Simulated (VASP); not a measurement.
Crystal: PbO.

```
Pb O
1.0
     3.61816    0.00000    0.00000
    -1.80908    3.13342    0.00000
     0.00000    0.00000    6.35155
Pb O
2 2
Direct
  0.33333 0.66667 0.25000
  0.66667 0.33333 0.75000
  0.00000 0.00000 0.00000
  0.00000 0.00000 0.50000
```

Base run:

```yaml
Program: VASP 6.6.1
Functional: LDA
Potentials_or_basis: VASP PAW LDA potentials, release 64 (Pb_d, O)
Cutoff: 520 eV
k_mesh: 10 × 10 × 6
Occupations: gaussian, width 0.05 eV
Spin: no spin polarisation
```

Its results: band gap on the k mesh 0.12 eV (least direct gap 0.14 eV); pressure -7.3 GPa.

The run is repeated on the same cell with these changes: functional from LDA to PBEsol; potentials or basis from VASP PAW LDA potentials, release 64 (Pb_d, O) to VASP PAW PBE potentials, release 64 (Pb_d, O). What comes out?

Band gap on the k mesh 0.12 eV (least direct gap 0.14 eV); pressure -4.5 GPa.

Caveats: the cell stands under tension; spin-orbit coupling is left out, which moves the levels of the heavy elements; the PAW data sets were made with another functional, which shifts forces and pressure a little (at least some runs).

A k mesh can miss the band edges.
